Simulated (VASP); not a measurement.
# TaTe2H (I4mm) in VASP: notebook

TaTe2H is run at these levels: PBE; tasks: single point.

Everything below comes from runs of VASP 6.6.1. Logs are shortened: lines on timing, memory, paths and dates and some standing lists are left out, and cuts for length are marked.

## Step 1: The cell of the first run

It takes space group I4mm (No. 107, tetragonal). Conventional cell: a = 5.009 Å, b = 5.009 Å, c = 6.681 Å, α = 90.00°, β = 90.00°, γ = 90.00°. Ta (site symmetry 4mm) has 1 H at 1.74 Å within 2.3 Å. Te (site symmetry 2mm) has 2 H at 2.51 Å and 4 Ta at 2.93 to 3.09 Å and 2 Te at 3.34 Å within 3.4 Å. Within 2.3 Å of H (site symmetry 4mm) lie 1 Ta at 1.74 Å.

The cell was built from a structure type or drawn by symmetry, and may not be a known phase.

## Step 2: Single point, PBE

Input file INCAR:

```
ALGO = Normal
EDIFF = 1E-6
ENCUT = 520
GGA = PE
ISIF = 2
ISMEAR = 0
LASPH = True
LCHARG = False
LREAL = False
LWAVE = False
NBANDS = 20
NELM = 60
PREC = Accurate
SIGMA = 0.1
```

Input file KPOINTS:

```
k-points
0
Gamma
  4 4 4
```

Input file POSCAR:

```
TaTe2H
1.0
   -2.5042698141      2.5042698141      3.3405638900
    2.5042698141     -2.5042698141      3.3405638900
    2.5042698141      2.5042698141     -3.3405638900
Ta Te H
1 2 1
Direct
    0.2612388592      0.2612388592      0.0000000000
    0.9898015011      0.4898015011      0.5000000000
    0.4898015011      0.9898015011      0.5000000000
    0.5217534685      0.5217534685      0.0000000000
```

Potentials or basis: VASP PAW PBE potentials, release 64 (Ta_pv, Te, H).

On the command line:

```
$ cat potpaw_PBE.64/Ta_pv/POTCAR potpaw_PBE.64/Te/POTCAR potpaw_PBE.64/H/POTCAR > POTCAR
$ mpirun -np 1 vasp_std > vasp.out
```

OUTCAR:

```text
EDIFF = 1E-6
   ENCUT = 520
   GGA = PE
   ISIF = 2
   ISMEAR = 0
   LASPH = True
   LREAL = False
   NELM = 60
   PREC = Accurate

 ion  position               nearest neighbor table
   1  0.261  0.261  0.000-   4 1.74   3 2.93   2 2.93   2 2.93   3 2.93   3 3.09   2 3.09   2 3.09
                             3 3.09
   2  0.990  0.490  0.500-   1 2.93   1 2.93   1 3.09   1 3.09   3 3.34   3 3.34   3 3.54   3 3.54
                             3 3.54   3 3.54
   3  0.490  0.990  0.500-   1 2.93   1 2.93   1 3.09   1 3.09   2 3.34   2 3.34   2 3.54   2 3.54
                             2 3.54   2 3.54
   4  0.522  0.522  0.000-   1 1.74

  LATTYP: Found a body centered tetragonal cell.
 ALAT       =     5.0085396282
 C/A-ratio  =     1.3339472732

  Lattice vectors:

 A1 = (  -2.5042698141,   2.5042698141,   3.3405638900)
 A2 = (   2.5042698141,  -2.5042698141,   3.3405638900)
 A3 = (   2.5042698141,   2.5042698141,  -3.3405638900)

Analysis of symmetry for initial positions (statically):
=====================================================================
 Subroutine PRICEL returns:
 Original cell was already a primitive cell.

 Routine SETGRP: Setting up the symmetry group for a
 body centered tetragonal supercell.

 Subroutine GETGRP returns: Found  8 space group operations
 (whereof  8 operations were pure point group operations)
 out of a pool of 16 trial point group operations.

The static configuration has the point symmetry C_4v.

Analysis of symmetry for dynamics (positions and initial velocities):
=====================================================================
 Subroutine PRICEL returns:
 Original cell was already a primitive cell.

 Routine SETGRP: Setting up the symmetry group for a
 body centered tetragonal supercell.

 Subroutine GETGRP returns: Found  8 space group operations
 (whereof  8 operations were pure point group operations)
 out of a pool of 16 trial point group operations.

The dynamic configuration has the point symmetry C_4v.

 Subroutine INISYM returns: Found  8 space group operations
 (whereof  8 operations are pure point group operations),
 and found     1 'primitive' translations

----------------------------------------------------------------------------------------

                                     Primitive cell

  volume of cell :      83.7996

  direct lattice vectors                    reciprocal lattice vectors
    -2.504269814  2.504269814  3.340563890     0.000000000  0.199658997  0.149675329
     2.504269814 -2.504269814  3.340563890     0.199658997  0.000000000  0.149675329
     2.504269814  2.504269814 -3.340563890     0.199658997  0.199658997  0.000000000

  length of vectors
     4.868480431  4.868480431  4.868480431     0.249532401  0.249532401  0.282360462

  position of ions in fractional coordinates (direct lattice)
     0.261238859  0.261238859  0.000000000
     0.989801501  0.489801501  0.500000000
     0.489801501  0.989801501  0.500000000
     0.521753469  0.521753469  0.000000000

  ion indices of the primitive-cell ions
   primitive index   ion index
                 1           1
                 2           2
                 3           3
                 4           4

----------------------------------------------------------------------------------------

 KPOINTS: k-points

Automatic generation of k-mesh.
 Grid dimensions read from file:
 generate k-points for:    4    4    4

 Generating k-lattice:

  Cartesian coordinates                     Fractional coordinates (reciprocal lattice)
     0.000000000  0.049914749  0.037418832     0.250000000  0.000000000 -0.000000000
     0.049914749  0.000000000  0.037418832     0.000000000  0.250000000 -0.000000000
     0.049914749  0.049914749  0.000000000     0.000000000  0.000000000  0.250000000

  Length of vectors
     0.062383100  0.062383100  0.070590115

  Shift w.r.t. Gamma in fractional coordinates (k-lattice)
     0.000000000  0.000000000  0.000000000

 Subroutine IBZKPT returns following result:
 ===========================================

 Found     13 irreducible k-points:

 Following reciprocal coordinates:
            Coordinates               Weight
  0.000000  0.000000  0.000000      1.000000
  0.250000 -0.000000  0.000000      8.000000
  0.500000 -0.000000  0.000000      4.000000
  0.250000  0.250000  0.000000      8.000000
  0.500000  0.250000  0.000000     16.000000
 -0.250000  0.250000  0.000000      4.000000
  0.500000  0.500000  0.000000      2.000000
  0.250000  0.250000  0.250000      2.000000
 -0.250000  0.250000  0.250000      4.000000
  0.500000  0.500000  0.250000      4.000000
 -0.250000  0.500000  0.250000      8.000000
 -0.250000 -0.250000  0.250000      2.000000
  0.500000  0.500000  0.500000      1.000000
   k-points           NKPTS =     13   k-points in BZ     NKDIM =     13   number of bands    NBANDS=     20
   number of dos      NEDOS =    301   number of ions     NIONS =      4
   total plane-waves  NPLWV =  46656
   dimension x,y,z NGX =    36 NGY =   36 NGZ =   36
   dimension x,y,z NGXF=    72 NGYF=   72 NGZF=   72
   ions per type =               1   2   1
   NGX,Y,Z   is equivalent  to a cutoff of  12.29, 12.29, 12.29 a.u.
   NGXF,Y,Z  is equivalent  to a cutoff of  24.59, 24.59, 24.59 a.u.
 SYSTEM =  unknown system
   PREC   = accura    normal or accurate (medium, high low for compatibility)
   ISTART =      0    job   : 0-new  1-cont  2-samecut
   ICHARG =      2    charge: 1-file 2-atom 10-const
   ISPIN  =      1    spin polarized calculation?
   LNONCOLLINEAR =      F non collinear calculations
   LSORBIT =      F    spin-orbit coupling
   LASPH  =      T    aspherical Exc in radial PAW
   ENCUT  =  520.0 eV  38.22 Ry    6.18 a.u.   9.05  9.05  9.05*2*pi/ulx,y,z
   NELM   =     60;   NELMIN=  2; NELMDL= -5     # of ELM steps
   EDIFF  = 0.1E-05   stopping-criterion for ELM
   LREAL  =      F    real-space projection
   EDIFFG = 0.1E-04   stopping-criterion for IOM
   NSW    =      0    number of steps for IOM
   IBRION =     -1    ionic relax: 0-MD 1-quasi-New 2-CG
   NFREE  =      0    steps in history (QN), initial steepest desc. (CG)
   ISIF   =      2    stress and relaxation
   ISYM   =      2    0-nonsym 1-usesym 2-fastsym
   POTIM  = 0.5000    time-step for ionic-motion
   TEBEG  =    0.0;   TEEND  =   0.0 temperature during run
   PSTRESS=    0.0 pullay stress
   NELECT =      24.0000    total number of electrons
   NUPDOWN=      -1.0000    fix difference up-down
   EMIN   =  10.00;   EMAX   =-10.00  energy-range for DOS
   EFERMI =   0.00;   METHOD = LEGACY
   ISMEAR =     0;   SIGMA  =   0.10  broadening in eV -4-tet -1-fermi 0-gaus
   EFERMI_NEDOS =   21; number of points for ismear=-14 and -15
   IALGO  =     38    algorithm
   IMIX   =      4    mixing-type and parameters
     AMIX     =   0.40;   BMIX     =  1.00
     AMIX_MAG =   1.60;   BMIX_MAG =  1.00
  volume/ion in A,a.u.               =      20.95       141.38
  Fermi-wavevector in a.u.,A,eV,Ry     =   1.079107  2.039217 15.843607  1.164472
  Thomas-Fermi vector in A             =   2.215064
   LORBIT       =      0    0 simple, 1 ext, 2 COOP (PROOUT), +10 PAW based schemes
   GGA     = PE    functional components
   LHFCALC =     F    Hartree Fock is set to
   AEXX    =    0.0000 exact exchange contribution
   IVDW    =     0    specifies the selected vdW correction
   LEPSILON=     F    determine dielectric tensor
   LRPA    =     F    only Hartree local field effects (RPA)
 non-spin polarized calculation
 Gauss-broadening in eV      SIGMA  =   0.10
  energy-cutoff  :      520.00
  volume of cell :       83.80
 maximum number of plane-waves:      2288
   NGX = 19   NGY = 19   NGZ = 19

 number of electron      23.9999999 magnetization

 Free energy of the ion-electron system (eV)
  ---------------------------------------------------
  ext. energy  EPLUGINS =         0.00000000
  ---------------------------------------------------
  free energy    TOTEN  =       -21.13459201 eV

  energy without entropy =      -21.12881973  energy(sigma->0) =      -21.13170587

 E-fermi :   6.5989     XC(G=0): -10.1566

 val. band max:        6.4717681435   @ k =  -0.2500  -0.2500   0.2500
 cond. band min:       6.6839460564   @ k =   0.5000  -0.0000   0.0000
 fundamental gap:      0.2121779129
 Fermi energy:         6.5989158578

 k-point     1 :       0.0000    0.0000    0.0000
  band No.  band energies     occupation
      1     -28.5304      2.00000
      2     -28.5304      2.00000
      3     -28.2665      2.00000
      4      -6.7362      2.00000
      5      -2.8288      2.00000
      6       1.7666      2.00000
[... 12 lines left out ...]
     19      10.7291      0.00000
     20      10.7291      0.00000

 k-point     2 :       0.2500   -0.0000    0.0000
  band No.  band energies     occupation
      1     -28.5324      2.00000
      2     -28.5309      2.00000
      3     -28.2680      2.00000
      4      -6.2528      2.00000
      5      -3.6327      2.00000
      6       1.6585      2.00000
[... 12 lines left out ...]
     19      11.6944      0.00000
     20      12.5693      0.00000

 k-point     3 :       0.5000   -0.0000    0.0000
  band No.  band energies     occupation
      1     -28.5345      2.00000
      2     -28.5314      2.00000
      3     -28.2694      2.00000
      4      -5.2110      2.00000
      5      -4.8425      2.00000
      6       1.1772      2.00000
[... 12 lines left out ...]
     19      12.6216      0.00000
     20      13.1234      0.00000

 k-point     4 :       0.2500    0.2500    0.0000
  band No.  band energies     occupation
      1     -28.5330      2.00000
      2     -28.5329      2.00000
      3     -28.2694      2.00000
      4      -5.5157      2.00000
      5      -4.3734      2.00000
      6       0.5106      2.00000
[... 176 lines left out ...]
 k-point    12 :      -0.2500   -0.2500    0.2500
  band No.  band energies     occupation
      1     -28.5316      2.00000
      2     -28.5316      2.00000
      3     -28.2698      2.00000
      4      -6.0388      2.00000
      5      -3.8694      2.00000
      6       2.0122      2.00000
[... 12 lines left out ...]
     19      13.2750      0.00000
     20      13.2750      0.00000

 k-point    13 :       0.5000    0.5000    0.5000
  band No.  band energies     occupation
      1     -28.5327      2.00000
      2     -28.5327      2.00000
      3     -28.2731      2.00000
      4      -4.9817      2.00000
      5      -4.5319      2.00000
      6       0.0645      2.00000
[... 12 lines left out ...]
     19      12.6890      0.00000
     20      13.9660      0.00000

------------------------ aborting loop because EDIFF is reached ----------------------------------------

  FORCE on cell =-STRESS in cart. coord.  units (eV):
  Direction    XX          YY          ZZ          XY          YZ          ZX
  --------------------------------------------------------------------------------------
  -------------------------------------------------------------------------------------
  Total        0.0063731      0.0063731      0.0583343      0.0000000      0.0000000      0.0000000
  in kB        0.1218492      0.1218492      1.1153025      0.0000000      0.0000000      0.0000000
  external PRESSURE =       0.4530003 kB  Pullay stress =       0.0000000 kB

 VOLUME and BASIS-vectors are now :
 -----------------------------------------------------------------------------
  energy-cutoff  :      520.00
  volume of cell :       83.80
      direct lattice vectors                 reciprocal lattice vectors
    -2.504269814  2.504269814  3.340563890     0.000000000  0.199658997  0.149675329
     2.504269814 -2.504269814  3.340563890     0.199658997  0.000000000  0.149675329
     2.504269814  2.504269814 -3.340563890     0.199658997  0.199658997  0.000000000

 POSITION                                       TOTAL-FORCE (eV/Angst)
 -----------------------------------------------------------------------------------
      0.00000      0.00000      1.74537        -0.000000     -0.000000     -0.015123
     -0.00000      2.50427      3.27243        -0.000000      0.000000     -0.001925
      2.50427     -0.00000      3.27243         0.000000     -0.000000     -0.001925
      0.00000      0.00000      3.48590         0.000000      0.000000      0.018973
 -----------------------------------------------------------------------------------
    total drift:                               -0.000000     -0.000000      0.000336

  FREE ENERGIE OF THE ION-ELECTRON SYSTEM (eV)
  ---------------------------------------------------
  free  energy   TOTEN  =       -21.1345920064 eV

  energy  without entropy=      -21.1288197322  energy(sigma->0) =      -21.13170587
```

It took 12 s on 1 thread of Intel Xeon 6975P-C (Granite Rapids), shared host; peak memory 0.21 GiB.

Results:

| Item | Value |
| --- | --- |
| Free energy | -21.1346 eV |
| Pressure | 0.0 GPa |
| Largest force | 0.019 eV/Å |
| Band gap on the k mesh | zero (bands 12 and 13 overlap by 0.73 eV) |

Forces on the atoms (eV/Å):
```
Ta   0.000  0.000 -0.015
Te   0.000  0.000 -0.002
Te   0.000  0.000 -0.002
H    0.000  0.000  0.019
```

Levels at points of the mesh, in eV from the Fermi level:
| k point | band 9 | band 10 | band 11 | band 12 | band 13 | band 14 | band 15 | band 16 |
| --- | --- | --- | --- | --- | --- | --- | --- | --- |
| (0.00, 0.00, 0.00) | -3.69 | -0.65 | -0.65 | -0.47 | 0.38 | 1.53 | 2.84 | 2.84 |
| (0.50, 0.00, 0.00) | -3.01 | -2.69 | -2.37 | -1.42 | 0.08 | 1.52 | 3.36 | 3.59 |
| (0.50, 0.50, 0.00) | -1.96 | -1.64 | -1.06 | -0.60 | 1.36 | 1.61 | 3.32 | 3.39 |
| (0.50, 0.50, 0.50) | -4.29 | -1.58 | -1.58 | 0.29 | 1.43 | 2.43 | 3.56 | 3.57 |

Caveat: the k points lie up to 0.39 Å⁻¹ apart, too coarse for converged energies and pressures of a metal; spin-orbit coupling is left out, which moves the levels of the heavy elements.

## Step 3: Single point, PBE

This run uses another cell than the first one, of 20.86 Å³/atom.

Input file INCAR:

```
ALGO = Normal ; EDIFF = 1E-6
ENCUT = 520 ; GGA = PE
ISIF = 2 ; ISMEAR = 0
LASPH = T ; LCHARG = F
LREAL = F ; LWAVE = F
NBANDS = 20 ; NELM = 60
PREC = Accurate ; SIGMA = 0.1
```

Input file KPOINTS:

```
k-points
0
Gamma
  6 6 6
```

Input file POSCAR:

```
TaTe2H
1.0
   -2.5171187763      2.5171187763      3.2928347885
    2.5171187763     -2.5171187763      3.2928347885
    2.5171187763      2.5171187763     -3.2928347885
Ta Te H
1 2 1
Direct
    0.2599271536      0.2599271536      0.0000000000
    0.9890610465      0.4890610465      0.5000000000
    0.4890610465      0.9890610465      0.5000000000
    0.5245460833      0.5245460833      0.0000000000
```

Potentials or basis: VASP PAW PBE potentials, release 64 (Ta_pv, Te, H).

On the command line:

```
$ cat potpaw_PBE.64/Ta_pv/POTCAR potpaw_PBE.64/Te/POTCAR potpaw_PBE.64/H/POTCAR > POTCAR
$ mpirun -np 1 vasp_std > vasp.out
```

It took 23 s on 1 thread of Intel Xeon 6975P-C (Granite Rapids), shared host; peak memory 0.23 GiB.

The run converged. Its results:

| Quantity | Value |
| --- | --- |
| Free energy | -21.0752 eV |
| Pressure | -0.1 GPa |
| Largest force | 0.012 eV/Å |
| Band gap on the k mesh | zero (bands 12 and 13 overlap by 0.75 eV) |

Forces in eV/Å, atoms in the order of the input:
```
Ta   0.000  0.000 -0.012
Te   0.000  0.000  0.005
Te   0.000  0.000  0.005
H    0.000  0.000  0.002
```

Levels at points of the mesh, in eV from the Fermi level:
```csv
k point,band 10,band 11,band 12,band 13,band 14,band 15
"(0.00, 0.00, 0.00)",-0.92,-0.92,-0.60,0.48,1.50,2.70
"(0.50, 0.00, 0.00)",-2.86,-2.48,-1.57,0.01,1.43,3.21
"(0.50, 0.50, 0.00)",-1.81,-1.05,-0.68,1.15,1.50,3.24
"(0.50, 0.50, 0.50)",-1.72,-1.72,0.21,1.44,2.43,3.44
```

Caveat: spin-orbit coupling is left out, which moves the levels of the heavy elements.
